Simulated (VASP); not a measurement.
Here is a VASP 6.6.1 calculation.

File INCAR:

```
SYSTEM = Li
  PREC = Accurate
  ENCUT = 520
  EDIFF = 1E-6
  ISMEAR = 0
  SIGMA = 0.1
  LREAL = .False.
  LASPH = .True.
  NELM = 100
  ALGO = Fast
  ISIF = 2
  LWAVE = .False.
  LCHARG = .True.
  GGA = PE
  LELF = .True.
  LVHAR = .True.
  NBANDS = 14
```

File KPOINTS:

```
Automatic mesh
0
Gamma
  8 8 8
  0 0 0
```

The input POSCAR:

```
Li
1.0
    4.4070005438     -0.0232967229      0.0000000000
   -0.0232967229      4.4934166862      0.0000000000
    0.0000000000      0.0000000000      4.8511082450
Li
4
Direct
    0.8665902000      0.0930413522      0.6139783506
    0.3844707495      0.3463779993      0.3860216494
    0.1155292505      0.6536220007      0.8860216494
    0.6334098000      0.9069586478      0.1139783506
```

Potentials or basis: VASP PAW PBE potentials, release 64 (Li_sv).

The run is started by

```console
$ cat potpaw_PBE.64/Li_sv/POTCAR > POTCAR
$ mpirun -np 1 vasp_std > vasp.out
```

Question: Predict the largest force.

Answer: 0.522 eV/Å.

Question: Estimate the band gap on the k mesh.

Answer: Zero (bands 6 and 7 overlap by 1.64 eV).

Forces on the atoms (eV/Å):
```
Li   0.061  0.062  0.006
Li  -0.239  0.464 -0.006
Li   0.239 -0.464 -0.006
Li  -0.061 -0.062  0.006
```

Caveat: the cell differs from its parent crystal (strained and its atoms moved).
